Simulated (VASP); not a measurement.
# MgO (P3m1) in VASP: further runs, part 2 of 2

VASP 6.6.1.

## 3. Single point, LDA (the distance across one plane changed)

Contents of INCAR:

```
SYSTEM = MgO
  PREC = Accurate
  ENCUT = 520
  EDIFF = 1E-6
  ISMEAR = 0
  SIGMA = 0.05
  LREAL = .FALSE.
  LASPH = .TRUE.
  NELM = 100
  ALGO = Normal
  ISIF = 2
  LWAVE = .FALSE.
  LCHARG = .FALSE.
  NBANDS = 36
```

Contents of KPOINTS:

```
Automatic mesh
0
G
  9 9 2
  0 0 0
```

Contents of POSCAR:

```
MgO
1.0
    2.1351500000     -2.1351500000      0.0000000000
    2.1351500000      0.0000000000     -2.1351500000
    9.6953005384      9.6953005384      9.6953005384
Mg O
6 6
Direct
    0.6666666667      0.6666666667      0.0367042086
    0.0000000000      0.0000000000      0.7707883805
    0.3333333333      0.3333333333      0.1835210430
    0.6666666667      0.6666666667      0.4771547117
    0.0000000000      0.0000000000      0.3303378773
    0.3333333333      0.3333333333      0.6239715461
    0.6666666667      0.6666666667      0.2569294602
    0.0000000000      0.0000000000      0.1101126258
    0.3333333333      0.3333333333      0.4037462945
    0.6666666667      0.6666666667      0.6973799633
    1.0000000000      1.0000000000      0.5505631289
    0.3333333333      0.3333333333      0.8441967976
```

Potentials or basis: VASP PAW LDA potentials, release 64 (Mg, O).

The run is started by

```console
$ cat potpaw_LDA.64/Mg/POTCAR potpaw_LDA.64/O/POTCAR > POTCAR
$ mpirun -np 1 vasp_std > vasp.out
```

OUTCAR:

```text
SYSTEM = MgO
   PREC = Accurate
   ENCUT = 520
   EDIFF = 1E-6
   ISMEAR = 0
   LREAL = .FALSE.
   LASPH = .TRUE.
   NELM = 100
   ISIF = 2

 ion  position               nearest neighbor table
   1  0.667  0.667  0.037-   8 2.14   8 2.14   8 2.14   3 3.02   3 3.02   3 3.02
   2  0.000  0.000  0.771-  12 2.14  12 2.14  12 2.14  10 2.14  10 2.14  10 2.14   6 3.02   6 3.02
                             6 3.02
   3  0.333  0.333  0.184-   8 2.14   7 2.14   7 2.14   8 2.14   8 2.14   7 2.14   5 3.02   5 3.02
                             5 3.02   1 3.02   1 3.02   1 3.02
   4  0.667  0.667  0.477-   9 2.14   9 2.14  11 2.14  11 2.14  11 2.14   9 2.14   6 3.02   5 3.02
                             6 3.02   5 3.02   5 3.02   6 3.02
   5  0.000  0.000  0.330-   7 2.14   7 2.14   7 2.14   9 2.14   9 2.14   9 2.14   3 3.02   3 3.02
                             3 3.02   4 3.02   4 3.02   4 3.02
   6  0.333  0.333  0.624-  11 2.14  10 2.14  10 2.14  11 2.14  11 2.14  10 2.14   2 3.02   4 3.02
                             4 3.02   2 3.02   2 3.02   4 3.02
   7  0.667  0.667  0.257-   5 2.14   5 2.14   5 2.14   3 2.14   3 2.14   3 2.14
   8  0.000  0.000  0.110-   1 2.14   3 2.14   1 2.14   1 2.14   3 2.14   3 2.14
   9  0.333  0.333  0.404-   5 2.14   4 2.14   4 2.14   5 2.14   5 2.14   4 2.14
  10  0.667  0.667  0.697-   6 2.14   6 2.14   2 2.14   2 2.14   2 2.14   6 2.14
  11  0.000  0.000  0.551-   4 2.14   6 2.14   4 2.14   4 2.14   6 2.14   6 2.14
  12  0.333  0.333  0.844-   2 2.14   2 2.14   2 2.14

  LATTYP: Found a hexagonal cell.
 ALAT       =     3.0195580877
 C/A-ratio  =     5.5613280617

  Lattice vectors:

 A1 = (  -2.1351500000,   0.0000000000,   2.1351500000)
 A2 = (   2.1351500000,  -2.1351500000,  -0.0000000000)
 A3 = (   9.6953005384,   9.6953005384,   9.6953005384)

Analysis of symmetry for initial positions (statically):
=====================================================================
 Subroutine PRICEL returns:
 Original cell was already a primitive cell.

 Routine SETGRP: Setting up the symmetry group for a
 hexagonal supercell.

 Subroutine GETGRP returns: Found  6 space group operations
 (whereof  6 operations were pure point group operations)
[... 168 lines left out ...]
  energy-cutoff  :      520.00
  volume of cell :      132.60
 maximum number of plane-waves:      3602
   NGX = 11   NGY = 11   NGZ = 63

 number of electron      48.0000022 magnetization

 Free energy of the ion-electron system (eV)
  ---------------------------------------------------
  ext. energy  EPLUGINS =         0.00000000
  ---------------------------------------------------
  free energy    TOTEN  =       -74.99214603 eV

  energy without entropy =      -74.98743515  energy(sigma->0) =      -74.98979059

 E-fermi :   3.6395     XC(G=0): -10.6966

 val. band max:        3.6057352166   @ k =   0.1111   0.0000   0.0000
 cond. band min:       3.6701107801   @ k =   0.3333   0.1111   0.5000
 fundamental gap:      0.0643755635
 Fermi energy:         3.6394572946

 k-point     1 :       0.0000    0.0000    0.0000
  band No.  band energies     occupation
      1     -16.7877      2.00000
      2     -15.8136      2.00000
      3     -15.0142      2.00000
      4     -14.2408      2.00000
      5     -13.4160      2.00000
      6     -11.8467      2.00000
[... 925 lines left out ...]
     35      12.6796      0.00000
     36      12.8856      0.00000

------------------------ aborting loop because EDIFF is reached ----------------------------------------

  FORCE on cell =-STRESS in cart. coord.  units (eV):
  Direction    XX          YY          ZZ          XY          YZ          ZX
  --------------------------------------------------------------------------------------
  -------------------------------------------------------------------------------------
  Total       -9.5388379     -9.5388379     -9.5388379     -1.6238552     -1.6238552     -1.6238552
  in kB     -115.2568482   -115.2568482   -115.2568482    -19.6208842    -19.6208842    -19.6208842
  external PRESSURE =    -115.2568482 kB  Pullay stress =       0.0000000 kB

 VOLUME and BASIS-vectors are now :
 -----------------------------------------------------------------------------
  energy-cutoff  :      520.00
  volume of cell :      132.60
      direct lattice vectors                 reciprocal lattice vectors
     2.135150000 -2.135150000  0.000000000     0.156117057 -0.312234113  0.156117057
     2.135150000  0.000000000 -2.135150000     0.156117057  0.156117057 -0.312234113
     9.695300538  9.695300538  9.695300538     0.034380918  0.034380918  0.034380918

 POSITION                                       TOTAL-FORCE (eV/Angst)
 -----------------------------------------------------------------------------------
      3.20273     -1.06758     -1.06758        -0.294220     -0.294220     -0.294220
      7.47303      7.47303      7.47303         0.864206      0.864206      0.864206
      3.20273      1.06758      1.06758         0.431606      0.431606      0.431606
      7.47303      3.20272      3.20272         0.358025      0.358025      0.358025
      3.20272      3.20272      3.20272         0.363489      0.363489      0.363489
      7.47303      5.33788      5.33788         0.350444      0.350444      0.350444
      5.33788      1.06758      1.06758        -0.358121     -0.358121     -0.358121
      1.06758      1.06758      1.06758        -0.203514     -0.203514     -0.203514
      5.33787      3.20272      3.20272        -0.358063     -0.358063     -0.358063
      9.60818      5.33788      5.33788        -0.408454     -0.408454     -0.408454
      5.33788      5.33788      5.33788        -0.358734     -0.358734     -0.358734
      9.60817      7.47302      7.47302        -0.386664     -0.386664     -0.386664
 -----------------------------------------------------------------------------------
    total drift:                               -0.001218     -0.001218     -0.001218

  FREE ENERGIE OF THE ION-ELECTRON SYSTEM (eV)
  ---------------------------------------------------
  free  energy   TOTEN  =       -74.9921460300 eV

  energy  without entropy=      -74.9874351504  energy(sigma->0) =      -74.98979059
```

stdout:

```text
POSCAR found type information on POSCAR MgO
 POSCAR found :  2 types and      12 ions
 scaLAPACK will be used
 LDA part: xc-table for (Slater(with rela. corr.)+CA(PZ))
 , standard interpolation
 POSCAR, INCAR and KPOINTS ok, starting setup
 FFT: planning ... GRIDC
 FFT: planning ... GRID_SOFT
 FFT: planning ... GRID
 WAVECAR not read
 entering main loop
```

It took 2.4 min on 1 thread of Intel Xeon Platinum 8488C (Sapphire Rapids), shared host; peak memory 0.26 GiB.

Results:

- Free energy: -74.9921 eV
- Pressure: -11.5 GPa
- Largest force: 1.497 eV/Å
- Band gap on the k mesh: zero (bands 24 and 25 overlap by 0.31 eV)

Forces in eV/Å, atoms in the order of the input:
```
Mg  -0.294 -0.294 -0.294
Mg   0.864  0.864  0.864
Mg   0.432  0.432  0.432
Mg   0.358  0.358  0.358
Mg   0.363  0.363  0.363
Mg   0.350  0.350  0.350
O   -0.358 -0.358 -0.358
O   -0.204 -0.204 -0.204
O   -0.358 -0.358 -0.358
O   -0.408 -0.408 -0.408
O   -0.359 -0.359 -0.359
O   -0.387 -0.387 -0.387
```

Caveat: the cell differs from its parent crystal (the distance across one plane changed); the cell stands under tension; semilocal functionals underestimate gaps, so a narrow gap can read as zero; forces of over 1 eV/Å act on the atoms, so gaps and moduli don't describe the material at rest.

## 4. Single point, LDA (the distance across one plane changed)

Contents of INCAR:

```
SYSTEM = MgO
PREC = Accurate
ENCUT = 520
EDIFF = 1E-6
ISMEAR = 0
SIGMA = 0.05
LREAL = .FALSE.
LASPH = .TRUE.
NELM = 60
ALGO = Normal
ISIF = 2
LWAVE = .FALSE.
LCHARG = .FALSE.
NBANDS = 36
```

Contents of KPOINTS:

```
regular mesh
0
G
  9 9 2
  0 0 0
```

Contents of POSCAR:

```
MgO
1.0
    2.1351500000     -2.1351500000      0.0000000000
    2.1351500000      0.0000000000     -2.1351500000
   10.2726508076     10.2726508076     10.2726508076
Mg O
6 6
Direct
    0.6666666667      0.6666666667      0.0346413345
    0.0000000000      0.0000000000      0.7274680255
    0.3333333333      0.3333333333      0.1732066727
    0.6666666667      0.6666666667      0.4503373491
    0.0000000000      0.0000000000      0.3117720109
    0.3333333333      0.3333333333      0.5889026873
    0.6666666667      0.6666666667      0.2424893418
    0.0000000000      0.0000000000      0.1039240036
    0.3333333333      0.3333333333      0.3810546800
    0.6666666667      0.6666666667      0.6581853564
    1.0000000000      1.0000000000      0.5196200182
    0.3333333333      0.3333333333      0.7967506946
```

The run is started by

```console
$ cat potpaw_LDA.64/Mg/POTCAR potpaw_LDA.64/O/POTCAR > POTCAR
$ mpirun -np 1 vasp_std > vasp.out
```

Wall time 2.3 min (1 thread of Intel Xeon Platinum 8488C (Sapphire Rapids), shared host); peak memory 0.26 GiB.

Results (log left out):

```yaml
Free_energy: -74.4289 eV
Pressure: -10.4 GPa
Largest_force: 1.148 eV/Å
Band_gap_on_the_k_mesh: zero (bands 24 and 25 overlap by 0.45 eV)
```

Forces in eV/Å, atoms in the order of the input:
```
Mg   0.080  0.080  0.080
Mg   0.663  0.663  0.663
Mg   0.410  0.410  0.410
Mg   0.350  0.350  0.350
Mg   0.351  0.351  0.351
Mg   0.352  0.352  0.352
O   -0.347 -0.347 -0.347
O   -0.106 -0.106 -0.106
O   -0.348 -0.348 -0.348
O   -0.415 -0.415 -0.415
O   -0.352 -0.352 -0.352
O   -0.637 -0.637 -0.637
```

Stress tensor (GPa, compression positive):
```
-10.45  -0.48  -0.48
 -0.48 -10.45  -0.48
 -0.48  -0.48 -10.45
```

Levels at points of the mesh, in eV from the Fermi level:
```tsv
k point	band 20	band 21	band 22	band 23	band 24	band 25	band 26	band 27	band 28	band 29
(0.00, 0.00, 0.00)	-1.64	-0.87	-0.87	-0.52	0.41	0.41	2.22	3.25	4.22	5.04
(0.00, 0.00, 0.50)	-1.64	-0.87	-0.87	-0.48	0.41	0.41	2.17	3.35	4.14	5.04
```

Caveat: the cell differs from its parent crystal (the distance across one plane changed); the cell stands under tension; semilocal functionals underestimate gaps, so a narrow gap can read as zero; forces of over 1 eV/Å act on the atoms, so gaps and moduli don't describe the material at rest.

## 5. Single point, LDA (the distance across one plane changed)

Contents of INCAR:

```
SYSTEM = MgO
ALGO = Normal
EDIFF = 1E-6
ENCUT = 520
ISIF = 2
ISMEAR = 0
LASPH = .TRUE.
LCHARG = .TRUE.
LELF = .TRUE.
LREAL = .FALSE.
LVHAR = .TRUE.
LWAVE = .FALSE.
NBANDS = 36
NELM = 100
PREC = Accurate
SIGMA = 0.05
```

Contents of KPOINTS:

```
k-points
0
G
  9 9 2
  0 0 0
```

Contents of POSCAR:

```
MgO
1.0
    2.1351500000     -2.1351500000      0.0000000000
    2.1351500000      0.0000000000     -2.1351500000
   11.1386762114     11.1386762114     11.1386762114
Mg O
6 6
Direct
    0.6666666667      0.6666666667      0.0319479915
    0.0000000000      0.0000000000      0.6709078223
    0.3333333333      0.3333333333      0.1597399577
    0.6666666667      0.6666666667      0.4153238900
    0.0000000000      0.0000000000      0.2875319238
    0.3333333333      0.3333333333      0.5431158561
    0.6666666667      0.6666666667      0.2236359408
    0.0000000000      0.0000000000      0.0958439746
    0.3333333333      0.3333333333      0.3514279069
    0.6666666667      0.6666666667      0.6070118392
    1.0000000000      1.0000000000      0.4792198731
    0.3333333333      0.3333333333      0.7348038054
```

The run is started by

```console
$ cat potpaw_LDA.64/Mg/POTCAR potpaw_LDA.64/O/POTCAR > POTCAR
$ mpirun -np 1 vasp_std > vasp.out
```

Run time: 3.4 min. Hardware: 1 thread of Intel Xeon Platinum 8488C (Sapphire Rapids), shared host; peak memory 0.27 GiB.

Results (log left out):

- Free energy: -74.2240 eV
- Pressure: -9.5 GPa
- Largest force: 1.254 eV/Å
- Band gap on the k mesh: zero (bands 24 and 25 overlap by 0.44 eV)

Forces in eV/Å, atoms in the order of the input:
```
Mg   0.186  0.186  0.186
Mg   0.628  0.628  0.628
Mg   0.393  0.393  0.393
Mg   0.336  0.336  0.336
Mg   0.336  0.336  0.336
Mg   0.340  0.340  0.340
O   -0.334 -0.334 -0.334
O   -0.079 -0.079 -0.079
O   -0.334 -0.334 -0.334
O   -0.409 -0.409 -0.409
O   -0.338 -0.338 -0.338
O   -0.724 -0.724 -0.724
```

Levels at points of the mesh, in eV from the Fermi level:
```csv
k point,band 20,band 21,band 22,band 23,band 24,band 25,band 26,band 27,band 28,band 29
"(0.00, 0.00, 0.00)",-1.55,-0.81,-0.81,-0.38,0.42,0.42,2.27,3.37,4.31,5.15
"(0.00, 0.00, 0.50)",-1.55,-0.81,-0.81,-0.37,0.42,0.42,2.26,3.40,4.27,5.15
```

Caveat: the cell differs from its parent crystal (the distance across one plane changed); the cell stands under tension; forces of over 1 eV/Å act on the atoms, so gaps and moduli don't describe the material at rest.

## 6. The runs side by side

| cell | gap on the mesh (eV) | pressure (GPa) | largest force (eV/Å) |
| --- | --- | --- | --- |
| a = 3.020, b = 3.020, c = 16.293 Å, angles 90.0, 90.0, 60.0°, 12 atoms | none | -12.5 | 1.73 |
| a = 3.020, b = 3.020, c = 16.793 Å, angles 90.0, 90.0, 60.0°, 12 atoms | none | -11.5 | 1.50 |
| a = 3.020, b = 3.020, c = 17.793 Å, angles 90.0, 90.0, 60.0°, 12 atoms | none | -10.4 | 1.15 |
| a = 3.020, b = 3.020, c = 19.293 Å, angles 90.0, 90.0, 60.0°, 12 atoms | none | -9.5 | 1.25 |

Alike in all rows: task single point; level LDA; potentials or basis VASP PAW LDA potentials, release 64 (Mg, O); no spin polarisation; k mesh 9 × 9 × 2; cutoff (eV) 520; smearing gaussian 0.05 eV.

Caveats: the cell stands under tension; forces of over 1 eV/Å act on the atoms, so gaps and moduli don't describe the material at rest; semilocal functionals underestimate gaps, so a narrow gap can read as zero (at least some runs).

Total energies depend on the potentials used, so only differences within one code and one set of settings carry meaning.
